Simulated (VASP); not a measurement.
**AgCl: single point with LDA**

The system is AgCl.

```
Ag Cl
1.0
     3.43397    0.00000    0.00000
     0.00000    3.39963    0.00000
     0.00000    0.00000    3.43397
Ag Cl
1 1
Direct
  0.00000 0.00000 0.00000
  0.50000 0.50000 0.50000
```

This cell differs from its parent crystal: strain -0.0100 x Voigt [0, 1, 0, 0, 0, 0].

| Property | Result |
| --- | --- |
| Program | VASP 6.6.1 |
| Task | single point |
| Functional | LDA |
| Potentials or basis | VASP PAW LDA potentials, release 64 (Ag, Cl) |
| Cutoff | 520 eV |
| k mesh | 10 × 10 × 10 |
| Occupations | gaussian, width 0.03 eV |
| Spin | no spin polarisation |

| Property | Result |
| --- | --- |
| Pressure | -7.3 GPa |
| Band gap on the k mesh | 0.30 eV, indirect (least direct gap 1.79 eV) |

Stress tensor (GPa, compression positive):
```
-7.40  0.00  0.00
 0.00 -6.94  0.00
 0.00  0.00 -7.40
```

Levels at points of the mesh, in eV from the valence-band top:
| k point | band 7 | band 8 | band 9 | band 10 | band 11 | band 12 |
| --- | --- | --- | --- | --- | --- | --- |
| (0.00, 0.00, 0.00) | -1.59 | -1.59 | -1.49 | 0.30 | 9.23 | 9.30 |
| (0.50, 0.00, 0.00) | -1.52 | -0.02 | 0.00 | 4.64 | 5.33 | 9.21 |
| (0.00, 0.50, 0.00) | -1.48 | -0.02 | -0.02 | 4.59 | 5.37 | 9.20 |
| (0.50, 0.50, 0.00) | -2.19 | -1.57 | -0.92 | 2.57 | 8.63 | 8.73 |
| (0.50, 0.00, 0.50) | -2.18 | -1.59 | -0.86 | 2.47 | 8.73 | 8.73 |
| (0.50, 0.50, 0.50) | -0.22 | -0.20 | -0.20 | 4.47 | 4.50 | 4.50 |

Run time: 91 s on 1 thread of Intel Xeon 8259CL, on a shared host, peak memory 0.2 GiB.

Caveat: the cell differs from its parent crystal (strain -0.0100 x Voigt [0, 1, 0, 0, 0, 0]). A k mesh can miss the band edges.
